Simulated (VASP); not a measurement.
A run of VASP 6.6.1 is set up as follows.

INCAR

```
SYSTEM = BiPt
PREC = Accurate ; ENCUT = 430
EDIFF = 1E-8 ; ISMEAR = -1
SIGMA = 0.05 ; LREAL = .False.
LASPH = .True. ; NELM = 120
ALGO = Normal ; ISIF = 2
LWAVE = .False. ; LCHARG = .False.
LEFG = .True. ; NBANDS = 41
GGA_COMPAT = .False.
```

Contents of KPOINTS:

```
regular mesh
0
Gamma
  9 9 6
  0 0 0
```

File POSCAR:

```
BiPt
1.0
    4.3996294977      0.0000000000      0.0000000000
   -2.1998147489      3.8101909122      0.0000000000
    0.0000000000      0.0000000000      5.5976743951
Bi Pt
2 2
Direct
    0.3333333333      0.6666666667      0.2500000000
    0.6666666667      0.3333333333      0.7500000000
    0.0000000000      0.0000000000      0.0000000000
    0.0000000000      0.0000000000      0.5000000000
```

Potentials or basis: VASP PAW LDA potentials, release 64 (Bi_d, Pt_sv_GW).

Command:

```bash
$ cat potpaw_LDA.64/Bi_d/POTCAR potpaw_LDA.64/Pt_sv_GW/POTCAR > POTCAR
$ mpirun -np 1 vasp_std > vasp.out
```

Q: Estimate the pressure.

A: -7.8 GPa.

Q: What does it give for the band gap on the k mesh?

A: Zero (bands 33 and 34 overlap by 3.72 eV).

Electric field gradients, principal values (V/Å²):
| atom | least | middle | greatest (by size) |
| --- | --- | --- | --- |
| 1 Bi | -1.849 | -1.854 | 3.704 |
| 2 Bi | -1.849 | -1.854 | 3.704 |
| 3 Pt | 79.319 | 79.321 | -158.640 |
| 4 Pt | 79.319 | 79.321 | -158.640 |

Caveat: the cell stands under tension; without QUAD_EFG the Cq values of the log hold for a quadrupole moment of 1 mb, not for the nuclei; spin-orbit coupling is left out, which moves the levels of the heavy elements.
